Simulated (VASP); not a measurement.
# NaPr (Fm-3m) in VASP: further runs, part 2 of 2

VASP 6.6.1. The steps go on from the part before.

## (4) Relaxation of cell and atoms, PBE

The input, INCAR:

```
SYSTEM = NaPr
PREC = Accurate
ENCUT = 500
EDIFF = 1E-7
ISMEAR = 0
SIGMA = 0.1
LREAL = .FALSE.
LASPH = .TRUE.
NELM = 200
ALGO = Normal
ISIF = 3
LWAVE = .FALSE.
LCHARG = .FALSE.
GGA = PE
IBRION = 2
NSW = 90
EDIFFG = -0.04
GGA_COMPAT = .FALSE.
NELMIN = 4
LMAXMIX = 6
```

The input, KPOINTS:

```
regular mesh
0
G
  6 6 6
  0 0 0
```

The input, POSCAR:

```
NaPr
1.0
    0.0000000000      3.0377637100      3.0377637100
    3.0377637100      0.0000000000      3.0377637100
    3.0377637100      3.0377637100      0.0000000000
Na Pr
1 1
Direct
    0.5000000000      0.5000000000      0.5000000000
    0.0000000000      0.0000000000      0.0000000000
```

Potentials or basis: VASP PAW PBE potentials, release 64 (Na_pv, Pr_3), 4f in core.

Launch:

```console
cat potpaw_PBE.64/Na_pv/POTCAR potpaw_PBE.64/Pr_3/POTCAR > POTCAR
mpirun -np 1 vasp_std > vasp.out
```

OUTCAR:

```text
SYSTEM = NaPr
   PREC = Accurate
   ENCUT = 500
   EDIFF = 1E-7
   ISMEAR = 0
   LREAL = .FALSE.
   LASPH = .TRUE.
   NELM = 200
   ISIF = 3
   GGA = PE
   IBRION = 2
   NSW = 90
   EDIFFG = -0.04
   NELMIN = 4

 ion  position               nearest neighbor table
   1  0.500  0.500  0.500-   2 3.04   2 3.04   2 3.04   2 3.04   2 3.04   2 3.04
   2  0.000  0.000  0.000-   1 3.04   1 3.04   1 3.04   1 3.04   1 3.04   1 3.04

  LATTYP: Found a face centered cubic cell.
 ALAT       =     6.0755274200

  Lattice vectors:

 A1 = (   0.0000000000,   3.0377637100,   3.0377637100)
 A2 = (   3.0377637100,   0.0000000000,   3.0377637100)
 A3 = (   3.0377637100,   3.0377637100,   0.0000000000)

Analysis of symmetry for initial positions (statically):
=====================================================================
 Subroutine PRICEL returns:
 Original cell was already a primitive cell.

 Routine SETGRP: Setting up the symmetry group for a
 face centered cubic supercell.

 Subroutine GETGRP returns: Found 48 space group operations
 (whereof 48 operations were pure point group operations)
 out of a pool of 48 trial point group operations.

The static configuration has the point symmetry O_h .

Analysis of symmetry for dynamics (positions and initial velocities):
=====================================================================
[... 146 lines left out ...]
  ext. energy  EPLUGINS =         0.00000000
  ---------------------------------------------------
  free energy    TOTEN  =        -4.30133931 eV

  energy without entropy =       -4.28065047  energy(sigma->0) =       -4.29099489

------------------------ aborting loop because EDIFF is reached ----------------------------------------

  FORCE on cell =-STRESS in cart. coord.  units (eV):
  Direction    XX          YY          ZZ          XY          YZ          ZX
  --------------------------------------------------------------------------------------
  -------------------------------------------------------------------------------------
  Total        3.0647056      3.0647056      3.0647056      0.0000000     -0.0000000      0.0000000
  in kB       87.5804930     87.5804930     87.5804930      0.0000000     -0.0000000      0.0000000
  external PRESSURE =      87.5804930 kB  Pullay stress =       0.0000000 kB
[... 95 lines left out ...]
--------------------------------------- Ionic step        4  -------------------------------------------

 number of electron      18.0000004 magnetization

 Free energy of the ion-electron system (eV)
  ---------------------------------------------------
  ext. energy  EPLUGINS =         0.00000000
  ---------------------------------------------------
  free energy    TOTEN  =        -4.69091618 eV

  energy without entropy =       -4.66781647  energy(sigma->0) =       -4.67936632

 E-fermi :   1.8316     XC(G=0):  -8.1721

 val. band max:        1.8241143338   @ k =   0.5000   0.3333   0.1667
 cond. band min:       1.8397137039   @ k =  -0.3333   0.3333   0.0000
 fundamental gap:      0.0155993701
 Fermi energy:         1.8315751871

 k-point     1 :       0.0000    0.0000    0.0000
  band No.  band energies     occupation
      1     -35.4887      2.00000
      2     -22.4400      2.00000
      3     -22.4400      2.00000
      4     -22.4400      2.00000
      5     -17.3347      2.00000
      6     -17.3347      2.00000
      7     -17.3347      2.00000
      8      -1.6957      2.00000
      9       2.5306      0.00000
     10       2.5306      0.00000
     11       2.5306      0.00000
     12       3.2385      0.00000
     13       3.2385      0.00000
[... 267 lines left out ...]
  FREE ENERGIE OF THE ION-ELECTRON SYSTEM (eV)
  ---------------------------------------------------
  free  energy   TOTEN  =        -4.6909161770 eV

  energy  without entropy=       -4.6678164683  energy(sigma->0) =       -4.67936632

 reached required accuracy - stopping structural energy minimisation
```

OSZICAR:

```text
N       E                     dE             d eps       ncg     rms          rms(c)
DAV:   1     0.143688219582E+03    0.14369E+03   -0.93375E+03   416   0.138E+03
DAV:   2     0.218784402864E+01   -0.14150E+03   -0.13618E+03   444   0.332E+02
DAV:   3    -0.407547611503E+01   -0.62633E+01   -0.60832E+01   599   0.730E+01
[... 45 lines left out ...]
DAV:   7    -0.469091703530E+01   -0.73506E-06   -0.22300E-05   456   0.523E-02    0.737E-03
DAV:   8    -0.469091685703E+01    0.17827E-06   -0.13417E-06   535   0.802E-03    0.469E-03
DAV:   9    -0.469091589563E+01    0.96140E-06   -0.11199E-06   434   0.942E-03    0.229E-03
DAV:  10    -0.469091622380E+01   -0.32817E-06   -0.13075E-07   312   0.337E-03    0.182E-04
DAV:  11    -0.469091617696E+01    0.46841E-07   -0.12135E-08   228   0.108E-03
   4 F= -.46909162E+01 E0= -.46793663E+01  d E =-.389577E+00
```

CONTCAR:

```text
NaPr
   1.00000000000000
     0.0000000000000000    3.3280009692318036    3.3280009692318036
     3.3280009692318036   -0.0000000000000000    3.3280009692318036
     3.3280009692318036    3.3280009692318036    0.0000000000000000
  Na              Pr
     1     1
Direct
     0.5000000000000000    0.5000000000000000    0.5000000000000000
     0.0000000000000000    0.0000000000000000    0.0000000000000000

  0.00000000E+00  0.00000000E+00  0.00000000E+00
  0.00000000E+00  0.00000000E+00  0.00000000E+00
```

Wall time 46 s (1 thread of Intel Xeon Platinum 8488C (Sapphire Rapids), shared host); peak memory 0.19 GiB.

What came out:

- Free energy: -4.6909 eV
- Relaxed volume: 36.86 Å³/atom
- Relaxed cell: a = 4.707 Å, b = 4.707 Å, c = 4.707 Å, α = 60.00°, β = 60.00°, γ = 60.00°
- Space group after relaxing (to 0.1 Å): Fm-3m (No. 225)
- Energy gained by relaxing: 194.8 meV/atom
- Ionic steps: 4
- Pressure after relaxing: 0.0 GPa
- Band gap on the k mesh: zero (bands 9 and 10 overlap by 0.71 eV)

The path:
```csv
step,energy change (eV),largest force (eV/Å),pressure (GPa),volume (Å³)
1,0.0000,0.0000,8.76,56.07
2,-0.3735,0.0000,1.30,69.44
3,-0.3875,0.0000,-0.41,75.23
4,-0.3896,0.0000,-0.03,73.72
```

Final structure:
```cif
data_structure
_symmetry_space_group_name_H-M 'P 1'
_symmetry_Int_Tables_number 1
_cell_length_a 4.7065
_cell_length_b 4.7065
_cell_length_c 4.7065
_cell_angle_alpha 60.000
_cell_angle_beta 60.000
_cell_angle_gamma 60.000
_cell_volume 73.72
loop_
_atom_site_label
_atom_site_type_symbol
_atom_site_fract_x
_atom_site_fract_y
_atom_site_fract_z
_atom_site_occupancy
Na1 Na 0.50000 0.50000 0.50000 1
Pr1 Pr 0.00000 0.00000 0.00000 1
```

Levels at points of the mesh, in eV from the Fermi level:
| k point | band 7 | band 8 | band 9 | band 10 | band 11 | band 12 |
| --- | --- | --- | --- | --- | --- | --- |
| (0.00, 0.00, 0.00) | -19.17 | -3.53 | 0.70 | 0.70 | 0.70 | 1.41 |
| (0.50, 0.00, 0.00) | -19.18 | -1.58 | -0.24 | 0.52 | 0.52 | 2.43 |
| (0.50, 0.50, 0.00) | -19.20 | -1.33 | -0.59 | 0.51 | 2.14 | 2.75 |

Caveat: the volume moved by over 15 % at a fixed basis, so the end points are rough; spin-orbit coupling is left out, which moves the levels of the heavy elements; the 4f electrons are frozen in the core, so they carry no moment and show no levels. Spin polarisation is off, so any magnetic state and its effect on volume and gap are missing.

## (5) Single point, PBE

This run uses another cell than the first one, of 36.72 Å³/atom.

The input, INCAR:

```
PREC = Accurate
ENCUT = 500
EDIFF = 1E-6
ISMEAR = 0
SIGMA = 0.1
LREAL = F
LASPH = T
NELM = 200
ALGO = Normal
ISIF = 2
LWAVE = F
LCHARG = T
GGA = PE
LELF = T
LVHAR = T
NBANDS = 16
GGA_COMPAT = F
LMAXMIX = 6
```

The input, KPOINTS:

```
regular mesh
0
Gamma
  14 14 14
```

The input, POSCAR:

```
NaPr
1.0
    0.0000000000      3.3239125849      3.3239125849
    3.3239125849      0.0000000000      3.3239125849
    3.3239125849      3.3239125849      0.0000000000
Na Pr
1 1
Direct
    0.5000000000      0.5000000000      0.5000000000
    0.0000000000      0.0000000000      0.0000000000
```

Launch:

```console
cat potpaw_PBE.64/Na_pv/POTCAR potpaw_PBE.64/Pr_3/POTCAR > POTCAR
mpirun -np 1 vasp_std > vasp.out
```

It took 97 s on 1 thread of Intel Xeon Platinum 8488C (Sapphire Rapids), shared host; peak memory 0.27 GiB.

It converged, with:

| Property | Result |
| --- | --- |
| Free energy | -4.6980 eV |
| Pressure | 0.2 GPa |
| Band gap on the k mesh | zero (bands 9 and 10 overlap by 0.91 eV) |

Levels at points of the mesh, in eV from the Fermi level:
| k point | band 5 | band 6 | band 7 | band 8 | band 9 | band 10 | band 11 | band 12 | band 13 | band 14 |
| --- | --- | --- | --- | --- | --- | --- | --- | --- | --- | --- |
| (0.00, 0.00, 0.00) | -19.17 | -19.17 | -19.17 | -3.54 | 0.69 | 0.69 | 0.69 | 1.40 | 1.40 | 5.98 |
| (0.50, 0.00, 0.00) | -19.28 | -19.19 | -19.19 | -1.59 | -0.24 | 0.51 | 0.51 | 2.43 | 2.43 | 3.27 |
| (0.50, 0.50, 0.00) | -19.26 | -19.21 | -19.21 | -1.33 | -0.60 | 0.51 | 2.14 | 2.75 | 2.75 | 3.32 |

Caveat: spin-orbit coupling is left out, which moves the levels of the heavy elements; the 4f electrons are frozen in the core, so they carry no moment and show no levels.

## (6) Single point, PBE

This run uses another cell than the first one, of 36.72 Å³/atom.

The input, INCAR:

```
SYSTEM = NaPr
ALGO = Normal
EDIFF = 1E-6
ENCUT = 500
GGA = PE
GGA_COMPAT = .False.
ISIF = 2
ISMEAR = 0
LASPH = .True.
LCHARG = .False.
LMAXMIX = 6
LREAL = .False.
LWAVE = .False.
NBANDS = 16
NELM = 200
PREC = Accurate
SIGMA = 0.1
```

The input, KPOINTS:

```
k-points
0
Gamma
  14 14 14
  0 0 0
```

POSCAR is that of step 5.

Potentials or basis: VASP PAW PBE potentials, release 64 (Na_pv, Pr_3), 4f in core.

Launch:

```console
cat potpaw_PBE.64/Na_pv/POTCAR potpaw_PBE.64/Pr_3/POTCAR > POTCAR
mpirun -np 1 vasp_std > vasp.out
```

It took 95 s on 1 thread of Intel Xeon Platinum 8488C (Sapphire Rapids), shared host; peak memory 0.27 GiB.

The run converged. Its results:

```yaml
Free_energy: -4.6980 eV
Pressure: 0.2 GPa
Band_gap_on_the_k_mesh: zero (bands 9 and 10 overlap by 0.91 eV)
```

Levels at points of the mesh, in eV from the Fermi level:
```
           k point  band 7  band 8  band 9  band 10  band 11  band 12
(0.00, 0.00, 0.00)  -19.17   -3.54    0.69     0.69     0.69     1.40
(0.50, 0.00, 0.00)  -19.19   -1.59   -0.24     0.51     0.51     2.43
(0.50, 0.50, 0.00)  -19.21   -1.33   -0.60     0.51     2.14     2.75
```

Caveat: spin-orbit coupling is left out, which moves the levels of the heavy elements; the 4f electrons are frozen in the core, so they carry no moment and show no levels. Spin polarisation is off, so any magnetic state and its effect on volume and gap are missing.

## (7) Relaxation of cell and atoms, PBE

This run uses another cell than the first one, of 36.36 Å³/atom.

The input, INCAR:

```
  PREC = Accurate
  ENCUT = 500
  EDIFF = 1E-7
  ISMEAR = 0
  SIGMA = 0.1
  LREAL = F
  LASPH = T
  NELM = 200
  ALGO = Normal
  ISIF = 3
  LWAVE = F
  LCHARG = F
  GGA = PE
  IBRION = 2
  NSW = 100
  EDIFFG = -0.01
  GGA_COMPAT = F
  NELMIN = 4
  LMAXMIX = 6
```

The input, KPOINTS:

```
Automatic mesh
0
Gamma
  14 14 14
```

The input, POSCAR:

```
NaPr
1.0
    0.0000000000      3.3129552051      3.3129552051
    3.3129552051      0.0000000000      3.3129552051
    3.3129552051      3.3129552051      0.0000000000
Na Pr
1 1
Direct
    0.5000000000      0.5000000000      0.5000000000
    0.0000000000      0.0000000000      0.0000000000
```

Launch:

```console
cat potpaw_PBE.64/Na_pv/POTCAR potpaw_PBE.64/Pr_3/POTCAR > POTCAR
mpirun -np 1 vasp_std > vasp.out
```

Run time: 3.5 min. Hardware: 1 thread of Intel Xeon Platinum 8488C (Sapphire Rapids), shared host; peak memory 0.27 GiB.

The run converged. Its results:

```
Free energy                           : -4.6982 eV
Relaxed volume                        : 37.00 Å³/atom
Relaxed cell                          : a = 4.712 Å, b = 4.712 Å, c = 4.712 Å, α = 60.00°, β = 60.00°, γ = 60.00°
Space group after relaxing (to 0.1 Å) : Fm-3m (No. 225)
Energy gained by relaxing             : 0.7 meV/atom
Ionic steps                           : 3
Pressure after relaxing               : 0.0 GPa
Band gap on the k mesh                : zero (bands 9 and 10 overlap by 0.91 eV)
```

The path:
| step | energy change (eV) | largest force (eV/Å) | pressure (GPa) | volume (Å³) |
| --- | --- | --- | --- | --- |
| 1 | 0.0000 | 0.0000 | 0.35 | 72.72 |
| 2 | -0.0012 | 0.0000 | 0.11 | 73.56 |
| 3 | -0.0014 | 0.0000 | 0.00 | 74.00 |

Final structure:
```cif
data_structure
_symmetry_space_group_name_H-M 'P 1'
_symmetry_Int_Tables_number 1
_cell_length_a 4.7124
_cell_length_b 4.7124
_cell_length_c 4.7124
_cell_angle_alpha 60.000
_cell_angle_beta 60.000
_cell_angle_gamma 60.000
_cell_volume 74.00
loop_
_atom_site_label
_atom_site_type_symbol
_atom_site_fract_x
_atom_site_fract_y
_atom_site_fract_z
_atom_site_occupancy
Na1 Na 0.50000 0.50000 0.50000 1
Pr1 Pr 0.00000 0.00000 0.00000 1
```

Levels at points of the mesh, in eV from the Fermi level:
```csv
k point,band 6,band 7,band 8,band 9,band 10,band 11,band 12,band 13
"(0.00, 0.00, 0.00)",-19.19,-19.19,-3.53,0.69,0.69,0.69,1.39,1.39
"(0.50, 0.00, 0.00)",-19.21,-19.21,-1.58,-0.25,0.51,0.51,2.41,2.41
"(0.50, 0.50, 0.00)",-19.23,-19.23,-1.33,-0.59,0.50,2.12,2.72,2.72
```

Caveat: spin-orbit coupling is left out, which moves the levels of the heavy elements; the 4f electrons are frozen in the core, so they carry no moment and show no levels. Spin polarisation is off, so any magnetic state and its effect on volume and gap are missing.

## (8) The runs side by side

```tsv
task	cell	k mesh	gap on the mesh (eV)	pressure (GPa)	relaxed volume (Å³/atom)
single point	a = 4.296 Å, angles 60.0°, 2 atoms	6 × 6 × 6	none	8.8	-
single point	a = 4.685 Å, angles 60.0°, 2 atoms	6 × 6 × 6	none	0.3	-
relaxation of cell and atoms	relaxed from a = 4.296 Å, angles 60.0°, 2 atoms	6 × 6 × 6	none	0.0	36.86
single point	a = 4.701 Å, angles 60.0°, 2 atoms	14 × 14 × 14	none	0.2	-
relaxation of cell and atoms	relaxed from a = 4.685 Å, angles 60.0°, 2 atoms	14 × 14 × 14	none	0.0	37.00
```

Alike in all rows: level PBE; potentials or basis VASP PAW PBE potentials, release 64 (Na_pv, Pr_3), 4f in core; no spin polarisation; cutoff (eV) 500; smearing gaussian 0.1 eV.

Caveats: spin-orbit coupling is left out, which moves the levels of the heavy elements; the 4f electrons are frozen in the core, so they carry no moment and show no levels; the cell stands under pressure (at least some runs); the volume moved by over 15 % at a fixed basis, so the end points are rough (at least some runs).

Total energies depend on the potentials used, so only differences within one code and one set of settings carry meaning.

The gap in the log of VASP goes by the Fermi energy; the results here count the filled bands.